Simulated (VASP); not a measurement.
Write the native input for VASP 6.6.1 that does the following.

| Item | Value |
| --- | --- |
| Task | electric field gradients |
| Functional | LDA |
| Potentials or basis | VASP PAW LDA potentials, release 64 (Cd_sv_GW, F) |
| Cutoff | 520 eV |
| k mesh | 9 × 9 × 9 |
| Occupations | fermi-dirac, width 0.03 eV |
| Spin | no spin polarisation |
| Dipole correction | no |
| Further INCAR settings | ALGO = Normal; EDIFF = 1e-08; NBANDS = 24 |

The structure of CdF2 lies in POSCAR:

```
CdF2
1.0
    0.0000000000      2.5519406310      2.5519406310
    2.5519406310      0.0000000000      2.5519406310
    2.5519406310      2.5519406310      0.0000000000
Cd F
1 2
Direct
    0.0000000000      0.0000000000      0.0000000000
    0.2500000000      0.2500000000      0.2500000000
    0.7500000000      0.7500000000      0.7500000000
```

One way to write it, as run:

INCAR

```
PREC = Accurate ; ENCUT = 520
EDIFF = 1E-8 ; ISMEAR = -1
SIGMA = 0.03 ; LREAL = F
LASPH = T ; NELM = 120
ALGO = Normal ; ISIF = 2
LWAVE = F ; LCHARG = F
GGA = CA ; LEFG = T
NBANDS = 24 ; GGA_COMPAT = F
```

KPOINTS

```
Automatic mesh
0
Gamma
  9 9 9
```

Potentials or basis: VASP PAW LDA potentials, release 64 (Cd_sv_GW, F).

The run is started by

```sh
$ cat potpaw_LDA.64/Cd_sv_GW/POTCAR potpaw_LDA.64/F/POTCAR > POTCAR
$ mpirun -np 1 vasp_std > vasp.out
```

It gave:

| Item | Value |
| --- | --- |
| Pressure | 17.0 GPa |
| Band gap on the k mesh | 3.43 eV (least direct gap 3.63 eV) |
| Largest electric field gradient by atom | under 0.05 V/Å² on every atom |

Caveat: the cell stands under pressure; an odd mesh through Γ misses points on the zone boundary, where band edges can lie.

It took 40 s on 1 thread of Intel(R) Xeon(R) 6975P-C (Granite Rapids), with other jobs on the host, peak memory 0.16 GiB.
